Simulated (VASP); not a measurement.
A run of VASP 6.6.1:

The input INCAR:

```
SYSTEM = InAs
ALGO     = Normal         ! electronic algorithm
EDIFF    = 1E-6           ! SCF threshold, eV
ENCUT    = 520            ! plane-wave cutoff, eV
GGA      = PS             ! functional
ISIF     = 2              ! what is computed and relaxed
ISMEAR   = 0              ! smearing method
LASPH    = .True.         ! aspherical terms in the spheres
LCHARG   = .False.        ! write CHGCAR
LREAL    = .False.        ! projectors in reciprocal space
LWAVE    = .False.        ! write WAVECAR
NBANDS   = 16             ! bands
NELM     = 80             ! most SCF steps
PREC     = Accurate       ! precision mode
SIGMA    = 0.01           ! smearing width, eV
```

File KPOINTS:

```
k-points
0
Gamma
  10 10 10
  0 0 0
```

POSCAR

```
InAs
1.0
    0.0000000000      3.0438914431      3.0438914431
    3.0438914431      0.0000000000      3.0438914431
    3.0438914431      3.0438914431      0.0000000000
In As
1 1
Direct
    0.0000000000      0.0000000000      0.0000000000
    0.2500000000      0.2500000000      0.2500000000
```

Potentials or basis: VASP PAW PBE potentials, release 64 (In_d, As).

The run is started by

```bash
$ cat potpaw_PBE.64/In_d/POTCAR potpaw_PBE.64/As/POTCAR > POTCAR
$ mpirun -np 1 vasp_std > vasp.out
```

Hardware: 1 thread of AMD EPYC 7R13 (shared host).

Question: How long does it take, and how much memory?

Answer: It took 55 s on 1 thread of AMD EPYC 7R13, with other jobs on the host, peak memory 0.17 GiB. Counts: scf iterations 12, k points 47.
